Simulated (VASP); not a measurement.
Here is a VASP 6.6.1 calculation.

The input INCAR:

```
SYSTEM = Ir
ALGO     = Fast           ! electronic algorithm
EDIFF    = 1E-6           ! SCF threshold, eV
ENCUT    = 520            ! plane-wave cutoff, eV
GGA      = PS             ! functional
ISIF     = 2              ! what is computed and relaxed
ISMEAR   = 0              ! smearing method
LASPH    = .TRUE.         ! aspherical terms in the spheres
LCHARG   = .TRUE.         ! write CHGCAR
LELF     = .TRUE.         ! ELF
LREAL    = .FALSE.        ! projectors in reciprocal space
LVHAR    = .TRUE.       
LWAVE    = .FALSE.        ! write WAVECAR
NBANDS   = 16             ! bands
NELM     = 80             ! most SCF steps
PREC     = Accurate       ! precision mode
SIGMA    = 0.15           ! smearing width, eV
```

File KPOINTS:

```
k-points
0
G
  18 18 12
  0 0 0
```

The input POSCAR:

```
Ir
1.0
    2.7513778946      0.0000000000      0.0000000000
   -1.3756889473      2.3827631521      0.0000000000
    0.0000000000      0.0000000000      4.4622900000
Ir
2
Direct
    0.6321035521      0.4277615184      0.7500000000
    0.3333333333      0.6666666667      0.2500000000
```

Potentials or basis: VASP PAW PBE potentials, release 64 (Ir).

The run is started by

```console
$ cat potpaw_PBE.64/Ir/POTCAR > POTCAR
$ mpirun -np 1 vasp_std > vasp.out
```

(1) Estimate the pressure.

(2) What does it give for the largest force?

(3) Predict the band gap on the k mesh.

## Answers

(1) -7.3 GPa.

(2) 1.390 eV/Å.

(3) zero (bands 9 and 10 overlap by 3.38 eV).

Caveat: the cell differs from its parent crystal (atom 1 (Ir) moved by (-0.225, +0.225) A along x and y); the stress differs along the axes, from -10 to -2 GPa; the PAW data sets were made with another functional, which shifts forces and pressure a little; spin-orbit coupling is left out, which moves the levels of the heavy elements.
